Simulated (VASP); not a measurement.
**GaSi2Ir3: relaxation of cell and atoms with PBEsol**

GaSi2Ir3:

```
Ir Ga Si
1.0
     2.85121    4.93843    0.00000
    -2.85121    4.93843    0.00000
     0.00000    0.00000    3.37854
Ir Ga Si
3 1 2
Direct
  0.50000 0.50000 0.50000
  0.50000 0.00000 0.50000
  0.00000 0.50000 0.50000
  0.00000 0.00000 0.00000
  0.33330 0.33340 0.00000
  0.66660 0.66670 0.00000
```

```json
{
  "Program": "VASP 6.6.1",
  "Task": "relaxation of cell and atoms",
  "Functional": "PBEsol",
  "Potentials or basis": "VASP PAW PBE potentials, release 64 (Ir, Ga_d, Si)",
  "Cutoff": "600 eV",
  "k mesh": "4 × 4 × 5",
  "Occupations": "fermi-dirac, width 0.1 eV",
  "Spin": "no spin polarisation",
  "Dipole correction": "no",
  "Further INCAR settings": "ALGO = Normal; EDIFF = 1e-06; IBRION = 2; EDIFFG = -0.01; NSW = 60; ISIF = 3"
}
```

The relaxed volume is 15.81 Å³/atom and the relaxed cell is a = 5.447 Å, b = 5.447 Å, c = 3.692 Å, α = 90.00°, β = 90.00°, γ = 60.00°. The space group after relaxing (to 0.1 Å) is P6/mmm (No. 191). The energy gained by relaxing is 87.3 meV/atom and the ionic steps are 8. The pressure after relaxing is 0.0 GPa. The band gap on the k mesh is zero (bands 24 and 25 overlap by 1.81 eV).

The path:
```tsv
step	energy change (eV)	largest force (eV/Å)	pressure (GPa)	volume (Å³)
1	0.0000	0.0025	5.13	95.14
2	-0.1898	0.0005	-10.94	102.09
3	-0.2471	0.0009	-6.39	99.73
4	-0.5191	0.0006	-1.79	95.75
5	-0.5202	0.0006	-1.48	95.54
6	-0.5172	0.0005	1.78	94.17
7	-0.5239	0.0005	-0.13	94.95
8	-0.5240	0.0004	-0.01	94.88
```

Final structure:
```cif
data_structure
_symmetry_space_group_name_H-M 'P 1'
_symmetry_Int_Tables_number 1
_cell_length_a 5.4471
_cell_length_b 5.4471
_cell_length_c 3.6925
_cell_angle_alpha 90.000
_cell_angle_beta 90.000
_cell_angle_gamma 59.999
_cell_volume 94.88
loop_
_atom_site_label
_atom_site_type_symbol
_atom_site_fract_x
_atom_site_fract_y
_atom_site_fract_z
_atom_site_occupancy
Ir1 Ir 0.50001 0.49999 0.50000 1
Ir2 Ir 0.49999 0.00003 0.50000 1
Ir3 Ir 0.99997 0.50001 0.50000 1
Ga1 Ga 0.99999 0.00001 0.00000 1
Si1 Si 0.33330 0.33337 0.00000 1
Si2 Si 0.66663 0.66670 0.00000 1
```

Levels at points of the mesh, in eV from the Fermi level:
```
           k point  band 20  band 21  band 22  band 23  band 24  band 25  band 26  band 27  band 28
(0.00, 0.00, 0.00)    -0.96    -0.96    -0.47    -0.47    -0.43    -0.23     1.90     3.64     3.64
(0.50, 0.00, 0.00)    -1.94    -1.43    -0.70    -0.69     0.90     1.84     2.39     2.55     3.11
(0.50, 0.50, 0.00)    -1.94    -1.43    -0.70    -0.69     0.90     1.84     2.39     2.55     3.11
```

Wall time 3.1 min on 1 thread of Intel(R) Xeon(R) 6975P-C (Granite Rapids) (shared host), peak memory 0.29 GiB.

Caveat: the k points lie up to 0.34 Å⁻¹ apart in the final cell, too coarse for converged energies and pressures of a metal; the PAW data sets were made with another functional, which shifts forces and pressure a little; spin-orbit coupling is left out, which moves the levels of the heavy elements.
